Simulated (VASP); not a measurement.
Input of a VASP 6.6.1 run:

File INCAR:

```
  PREC = Accurate
  ENCUT = 520
  EDIFF = 1E-6
  ISMEAR = -1
  SIGMA = 0.01
  LREAL = Auto
  LASPH = True
  NELM = 60
  ALGO = Normal
  ISIF = 2
  LWAVE = False
  LCHARG = False
  GGA = PE
  NBANDS = 330
  NELECT = 520.0
```

The input KPOINTS:

```
regular mesh
0
Gamma
  1 1 1
```

File POSCAR:

```
Mg64O64F
1.0
    0.0000000000      8.5087624600      8.5087624600
    8.5087624600      0.0000000000      8.5087624600
    8.5087624600      8.5087624600      0.0000000000
Mg O F
64 64 1
Direct
    0.0006500358      0.0029668239     -0.0007756710
    0.0006130739      0.0030412766      0.2470033110
   -0.0002015569      0.0027141432      0.4975479125
   -0.0001825177      0.0029413208      0.7500523172
    0.0021942674      0.2545678658     -0.0034459183
    0.0012576447      0.2516769048      0.2485828004
[... 121 lines left out ...]
    0.8698139753      0.8802727230      0.8773073094
    0.1517747741      0.6517807409      0.7211878965
```

Potentials or basis: VASP PAW PBE potentials, release 64 (Mg, O, F).

The run is started by

```console
$ cat potpaw_PBE.64/Mg/POTCAR potpaw_PBE.64/O/POTCAR potpaw_PBE.64/F/POTCAR > POTCAR
$ mpirun -np 1 vasp_gam > vasp.out
```

Task: What does it give for the largest force?

Result: 0.806 eV/Å.

Caveat: the k points lie up to 0.64 Å⁻¹ apart; the cell carries a net charge on a neutralising background, which shifts energy and pressure.
